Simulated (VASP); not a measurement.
Wanted: the native input for a VASP 6.6.1 run.

| Quantity | Value |
| --- | --- |
| Task | single point |
| Functional | LDA |
| Potentials or basis | VASP PAW LDA potentials, release 64 (Ca_sv, Se) |
| Cutoff | 520 eV |
| k mesh | 6 × 6 × 6 |
| Occupations | gaussian, width 0.05 eV |
| Spin | no spin polarisation |
| Dipole correction | no |
| Further INCAR settings | ALGO = Normal; EDIFF = 1e-07; NBANDS = 15 |

The structure of CaSe lies in POSCAR:

```
CaSe
1.0
    0.0000000000      3.3000000000      3.2505000000
    3.3000000000      0.0000000000      3.2505000000
    3.3000000000      3.3000000000      0.0000000000
Ca Se
1 1
Direct
    0.0000000000      0.0000000000      0.0000000000
    0.7500000000      0.7500000000      0.7500000000
```

This cell differs from its parent crystal: strain +0.000 along x and y, -0.015 along z.

One way to write it, as run:

INCAR

```
PREC = Accurate ; ENCUT = 520
EDIFF = 1E-7 ; ISMEAR = 0
SIGMA = 0.05 ; LREAL = F
LASPH = T ; NELM = 100
ALGO = Normal ; ISIF = 2
LWAVE = F ; LCHARG = F
GGA = CA ; NBANDS = 15
```

KPOINTS

```
Automatic mesh
0
Gamma
  6 6 6
```

Potentials or basis: VASP PAW LDA potentials, release 64 (Ca_sv, Se).

Run with:

```console
$ cat potpaw_LDA.64/Ca_sv/POTCAR potpaw_LDA.64/Se/POTCAR > POTCAR
$ mpirun -np 1 vasp_std > vasp.out
```

It gave:

```yaml
Pressure: -2.1 GPa
Band_gap_on_the_k_mesh: 2.93 eV, indirect (least direct gap 3.02 eV)
```

Caveat: the cell differs from its parent crystal (strain +0.000 along x and y, -0.015 along z).

It took 29 s on 1 thread of Intel(R) Xeon(R) 6975P-C (Granite Rapids), with other jobs on the host, peak memory 0.18 GiB.
